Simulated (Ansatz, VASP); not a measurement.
# Si: VASP beside Ansatz

```xyz
2
Lattice="0.0000 2.7144 2.7144 2.7144 0.0000 2.7144 2.7144 2.7144 0.0000" Properties=species:S:1:pos:R:3 pbc="T T T"
Si   -0.6786   -0.6786   -0.6786
Si    0.6786    0.6786    0.6786
```

Change from the starting cell: shortest bond scaled by 1, PAW files.

Alike in both runs: task electric field gradients; functional PBE; k mesh 10 × 10 × 10; occupations fermi-dirac, width 0.05 eV; no spin polarisation.

```csv
,VASP,Ansatz
version,VASP 6.6.1,Ansatz 0.2.0
potentials or method,"VASP PAW PBE potentials, release 64 (Si)","PAW with Ansatz's default frozen-core files, scalar-relativistic"
plane-wave cutoff (eV),520,420
valence electrons in the cell,8,8
```

|  | VASP | Ansatz | Ansatz less VASP |
| --- | --- | --- | --- |
| pressure (GPa) | 2.0 | 2.1 | +0.08 |
